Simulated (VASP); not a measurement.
# Cu16H (a cell with a defect) in VASP: single point with PBE

Aim: the single point of Cu16H (a cell with a defect) with PBE.

All numbers are computed with VASP 6.6.1; they aren't measurements. Logs are shortened: lines on timing, memory, paths and dates and some standing lists are left out, and cuts for length are marked.

## Step 1: The cell of the first run

The cell holds a defect, 17 atoms: a = 6.288 Å, b = 6.288 Å, c = 6.288 Å, α = 109.47°, β = 109.47°, γ = 109.47°.

## Step 2: Single point, PBE

File INCAR:

```
SYSTEM = Cu16H
PREC     = Accurate       ! precision mode
ENCUT    = 520            ! plane-wave cutoff, eV
EDIFF    = 1E-6           ! SCF threshold, eV
ISMEAR   = 1              ! smearing method
SIGMA    = 0.1            ! smearing width, eV
LREAL    = Auto         
LASPH    = .TRUE.         ! aspherical terms in the spheres
NELM     = 80             ! most SCF steps
ALGO     = Normal         ! electronic algorithm
ISIF     = 2              ! what is computed and relaxed
LWAVE    = .FALSE.        ! write WAVECAR
LCHARG   = .FALSE.        ! write CHGCAR
GGA      = PE             ! functional
NBANDS   = 102            ! bands
```

File KPOINTS:

```
Automatic mesh
0
G
  4 4 4
  0 0 0
```

File POSCAR:

```
Cu16H
1.0
   -3.6303500600      3.6303500600      3.6303500600
    3.6303500600     -3.6303500600      3.6303500600
    3.6303500600      3.6303500600     -3.6303500600
Cu H
16 1
Direct
   -0.0024284160      0.0027432616      0.0029041277
    0.0025672455      0.2562708787      0.7563179734
   -0.0025945156      0.5035448290      0.5036977068
    0.0025538859      0.7561460891      0.2564294034
    0.2493908260      0.0031543790      0.7505699051
    0.2458191318      0.2530024611      0.5039560841
    0.2458257428      0.5038100926      0.2531412907
    0.2493988142      0.7504144104      0.0033115264
    0.4991766552      0.0046725522      0.5039811505
    0.4869889875      0.2338246962      0.2339490644
    0.4991889129      0.5038257936      0.0048423705
    0.4964584600      0.7552219358      0.7553715082
    0.7503248874      0.0040910655      0.2519459515
    0.7503353547      0.2517896304      0.0042617102
    0.7562583372      0.5039880369      0.7717157998
    0.7562205998      0.7715339991      0.5041265910
    0.6137903957      0.5018357651      0.5017699312
```

Potentials or basis: VASP PAW PBE potentials, release 64 (Cu, H).

Launch:

```console
cat potpaw_PBE.64/Cu/POTCAR potpaw_PBE.64/H/POTCAR > POTCAR
mpirun -np 1 vasp_std > vasp.out
```

OUTCAR:

```text
SYSTEM = Cu16H
   PREC = Accurate
   ENCUT = 520
   EDIFF = 1E-6
   ISMEAR = 1
   LREAL = Auto
   LASPH = .TRUE.
   NELM = 80
   ISIF = 2
   GGA = PE

 ion  position               nearest neighbor table
   1  0.998  0.003  0.003-  10 2.51  14 2.55  13 2.55  15 2.56  16 2.56   2 2.57   4 2.57   6 2.57
                             7 2.57  12 2.57   5 2.59   8 2.59
   2  0.003  0.256  0.756-  16 2.49   8 2.54  15 2.54   6 2.54  11 2.55   7 2.55   3 2.57   5 2.57
                             1 2.57  14 2.57   9 2.58  13 2.59
   3  0.997  0.504  0.504-   6 2.56   7 2.56  12 2.56  14 2.56  13 2.56   5 2.57   8 2.57   4 2.57
                             2 2.57  15 2.62  16 2.62  10 2.62
   4  0.003  0.756  0.256-  15 2.49   5 2.54  16 2.54   7 2.54   9 2.55   6 2.55   3 2.57   8 2.57
                             1 2.57  13 2.57  11 2.58  14 2.59
   5  0.249  0.003  0.751-  10 2.48  16 2.53   4 2.54  12 2.54   9 2.55   6 2.55   3 2.57   2 2.57
                            11 2.57  14 2.57   1 2.59   8 2.60
   6  0.246  0.253  0.504-  13 2.54   2 2.54   5 2.55   4 2.55   3 2.56  11 2.57   1 2.57   7 2.58
                             9 2.58  12 2.58  15 2.62  10 2.63
   7  0.246  0.504  0.253-  14 2.54   4 2.54   8 2.55   2 2.55   3 2.56   9 2.57   1 2.57   6 2.58
                            11 2.58  12 2.58  16 2.62  10 2.63
   8  0.249  0.750  0.003-  10 2.48  15 2.53   2 2.54  12 2.54  11 2.55   7 2.55   3 2.57   4 2.57
                             9 2.57  13 2.57   1 2.59   5 2.60
   9  0.499  0.005  0.504-  16 2.52   5 2.55   4 2.55  10 2.57  15 2.57  14 2.57   8 2.57  12 2.57
                             7 2.57   6 2.58  13 2.58   2 2.58
  10  0.487  0.234  0.234-  17 1.62   5 2.48   8 2.48   1 2.51  14 2.53  13 2.53  11 2.57   9 2.57
                             3 2.62   7 2.63   6 2.63  16 2.76  15 2.76
  11  0.499  0.504  0.005-  15 2.52   8 2.55   2 2.55  10 2.57  16 2.57  13 2.57   5 2.57  12 2.57
                             6 2.57   7 2.58  14 2.58   4 2.58
  12  0.496  0.755  0.755-   8 2.54   5 2.54  14 2.55  13 2.55   3 2.56   9 2.57  11 2.57   1 2.57
                             6 2.58   7 2.58  16 2.63  15 2.63
  13  0.750  0.004  0.252-  16 2.49  10 2.53  14 2.54   6 2.54   1 2.55  12 2.55   3 2.56   4 2.57
                            11 2.57   8 2.57   9 2.58   2 2.59
  14  0.750  0.252  0.004-  15 2.49  10 2.53  13 2.54   7 2.54   1 2.55  12 2.55   3 2.56   2 2.57
                             9 2.57   5 2.57  11 2.58   4 2.59
  15  0.756  0.504  0.772-  17 1.63   4 2.49  14 2.49  11 2.52   8 2.53   2 2.54   1 2.56   9 2.57
                             3 2.62   6 2.62  12 2.63  16 2.75  10 2.76
  16  0.756  0.772  0.504-  17 1.62   2 2.49  13 2.49   9 2.52   5 2.53   4 2.54   1 2.56  11 2.57
                             3 2.62   7 2.62  12 2.63  15 2.75  10 2.76
  17  0.614  0.502  0.502-  10 1.62  16 1.62  15 1.63

  LATTYP: Found a body centered cubic cell.
 ALAT       =     7.2607001200

  Lattice vectors:

 A1 = (  -3.6303500600,   3.6303500600,   3.6303500600)
 A2 = (   3.6303500600,  -3.6303500600,   3.6303500600)
 A3 = (   3.6303500600,   3.6303500600,  -3.6303500600)

Analysis of symmetry for initial positions (statically):
=====================================================================
[... 175 lines left out ...]
  volume/ion in A,a.u.               =      11.26        75.97
  Fermi-wavevector in a.u.,A,eV,Ry     =   1.595012  3.014137 34.614103  2.544065
  Thomas-Fermi vector in A             =   2.692997
   LORBIT       =      0    0 simple, 1 ext, 2 COOP (PROOUT), +10 PAW based schemes
   GGA     = PE    functional components
   LHFCALC =     F    Hartree Fock is set to
   AEXX    =    0.0000 exact exchange contribution
   IVDW    =     0    specifies the selected vdW correction
   LEPSILON=     F    determine dielectric tensor
   LRPA    =     F    only Hartree local field effects (RPA)
 non-spin polarized calculation
 Methfessel and Paxton  Order N= 1 SIGMA  =   0.10
  energy-cutoff  :      520.00
  volume of cell :      191.38
 maximum number of plane-waves:      5233
 NGX is ok and might be reduce to    48
   NGX = 23   NGY = 23   NGZ = 23

 number of electron     177.0000037 magnetization

 Free energy of the ion-electron system (eV)
  ---------------------------------------------------
  ext. energy  EPLUGINS =         0.00000000
  ---------------------------------------------------
  free energy    TOTEN  =       -62.28823029 eV

  energy without entropy =      -62.28774991  energy(sigma->0) =      -62.28807016

 E-fermi :   7.4633     XC(G=0): -12.7062

 val. band max:        7.4458269694   @ k =   0.2500  -0.0000   0.5000
 cond. band min:       7.5230175235   @ k =   0.5000   0.2500  -0.2500
 fundamental gap:      0.0771905541
 Fermi energy:         7.4633127003

 k-point     1 :       0.0000    0.0000    0.0000
  band No.  band energies     occupation
      1      -2.3245      2.00000
      2       0.1630      2.00000
      3       2.6425      2.00000
      4       2.7077      2.00000
      5       2.7084      2.00000
      6       2.7761      2.00000
[... 2461 lines left out ...]
     99      12.1804      0.00000
    100      12.9047      0.00000

 [... further k-points ...]

 [bands above 100 left out]

------------------------ aborting loop because EDIFF is reached ----------------------------------------

  FORCE on cell =-STRESS in cart. coord.  units (eV):
  Direction    XX          YY          ZZ          XY          YZ          ZX
  --------------------------------------------------------------------------------------
  -------------------------------------------------------------------------------------
  Total        4.4894081      4.4322711      4.4452418      0.6472016     -0.6050688      0.6527163
  in kB       37.5832352     37.1049107     37.2134959      5.4180708     -5.0653547      5.4642371
  external PRESSURE =      37.3005473 kB  Pullay stress =       0.0000000 kB

 VOLUME and BASIS-vectors are now :
 -----------------------------------------------------------------------------
  energy-cutoff  :      520.00
  volume of cell :      191.38
      direct lattice vectors                 reciprocal lattice vectors
    -3.630350060  3.630350060  3.630350060     0.000000000  0.137727765  0.137727765
     3.630350060 -3.630350060  3.630350060     0.137727765  0.000000000  0.137727765
     3.630350060  3.630350060 -3.630350060     0.137727765  0.137727765  0.000000000

 POSITION                                       TOTAL-FORCE (eV/Angst)
 -----------------------------------------------------------------------------------
     -3.60103      3.62212      3.62095        -0.015948      0.015616      0.015516
      3.66673      1.82467     -1.80603        -0.013815      0.005231      0.011313
      0.03571      3.62149      3.62038        -0.002645     -0.001161     -0.001442
      3.66673     -1.80488      1.82342        -0.013558      0.011367      0.006330
      1.83091      3.61876     -1.80800        -0.011223      0.015275      0.007528
      1.85562      1.80346     -0.01864        -0.014488      0.012683      0.007030
[... 9 lines left out ...]
      1.88575      1.77456      3.71613        -0.018919      0.010930      0.036984
      1.41517      2.22803      2.22851         0.222107     -0.196197     -0.207783
 -----------------------------------------------------------------------------------
    total drift:                               -0.000994      0.000016      0.000309

  FREE ENERGIE OF THE ION-ELECTRON SYSTEM (eV)
  ---------------------------------------------------
  free  energy   TOTEN  =       -62.2882302856 eV

  energy  without entropy=      -62.2877499139  energy(sigma->0) =      -62.28807016
```

stdout:

```text
POSCAR found type information on POSCAR CuH
 POSCAR found :  2 types and      17 ions
 scaLAPACK will be used
 LDA part: xc-table for (Slater+PW92), standard interpolation
 POSCAR, INCAR and KPOINTS ok, starting setup
 FFT: planning ... GRIDC
 FFT: planning ... GRID_SOFT
 FFT: planning ... GRID
 WAVECAR not read
 entering main loop
```

Wall time 23 min (1 thread of Intel Xeon 6975P-C (Granite Rapids), shared host); peak memory 0.59 GiB.

Results:

```
Free energy            : -62.2882 eV
Pressure               : 3.7 GPa
Largest force          : 0.362 eV/Å
Band gap on the k mesh : zero (an odd number of electrons rules out a gap without spin polarisation)
```

Forces in eV/Å, atoms in the order of the input:
```
Cu  -0.016  0.016  0.016
Cu  -0.014  0.005  0.011
Cu  -0.003 -0.001 -0.001
Cu  -0.014  0.011  0.006
Cu  -0.011  0.015  0.008
Cu  -0.014  0.013  0.007
Cu  -0.014  0.008  0.012
Cu  -0.011  0.007  0.016
Cu  -0.013  0.009  0.013
Cu  -0.018  0.030  0.027
Cu  -0.014  0.011  0.010
Cu  -0.014  0.013  0.012
Cu  -0.012  0.011  0.011
Cu  -0.013  0.010  0.011
Cu  -0.022  0.027  0.012
Cu  -0.019  0.011  0.037
H    0.222 -0.196 -0.208
```
